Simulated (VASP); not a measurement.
Cu:

```
CELL_PARAMETERS angstrom
2.47910 0.00000 0.00000
-1.23955 2.14696 0.00000
0.00000 0.00000 8.09316
ATOMIC_POSITIONS crystal
Cu 0.66667 0.33333 0.75000
Cu 0.00000 0.00000 0.50000
Cu 0.33333 0.66667 0.25000
Cu 0.00000 0.00000 0.00000
```

This isn't the form of Cu at room conditions, which is fcc.

Base run:

- Program: VASP 6.6.1
- Functional: LDA
- Potentials or basis: VASP PAW LDA potentials, release 64 (Cu)
- Cutoff: 520 eV
- k mesh: 12 × 12 × 4
- Occupations: fermi-dirac, width 0.05 eV
- Spin: no spin polarisation

Its results: band gap on the k mesh zero (bands 22 and 23 overlap by 5.48 eV); pressure 3.3 GPa.

The run is repeated on the same cell with these changes: functional from LDA to r2SCAN; potentials or basis from VASP PAW LDA potentials, release 64 (Cu) to VASP PAW PBE potentials, release 64 (Cu). What comes out?

Band gap on the k mesh zero (bands 22 and 23 overlap by 5.66 eV); pressure 12.3 GPa.

Caveats: the cell stands under pressure; the PAW data sets were made with another functional, which shifts forces and pressure a little (at least some runs).
